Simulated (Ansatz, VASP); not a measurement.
W: VASP beside Ansatz

```
W
1.0
    -1.63723    1.63723    1.67717
     1.63723   -1.63723    1.67717
     1.63723    1.63723   -1.67717
W
1
Direct
  0.00000 0.00000 0.00000
```

Change from the starting cell: strain +0.025 along x and y, +0.050 along z, atoms carried along.

Alike in both runs: task single point; functional r2SCAN; k mesh 20 × 20 × 20; occupations gaussian, width 0.15 eV; no spin polarisation.

|  | VASP | Ansatz |
| --- | --- | --- |
| version | VASP 6.6.1 | Ansatz 0.2.0 |
| potentials or method | VASP PAW PBE potentials, release 64 (W_sv), cutoff 520 eV | scalar-relativistic, plane waves, PAW |
| valence electrons in the cell | 14 | 14 |

|  | VASP | Ansatz | Ansatz less VASP |
| --- | --- | --- | --- |
| gap on the k mesh at the Fermi level (eV) | none | none | - |
| pressure (GPa) | -29.6 | -30.3 | -0.67 |
| traceless stress, the component that is largest in VASP (GPa) | -4.33 | -4.33 | +0.004 |

VASP's potentials were made for PBE, not for r2SCAN. A gap of «none» marks a metal or a gap that the smearing closes. Both programs put the cell under strong tension, so it lies far from rest at this level.

Neither program's run includes spin-orbit coupling.
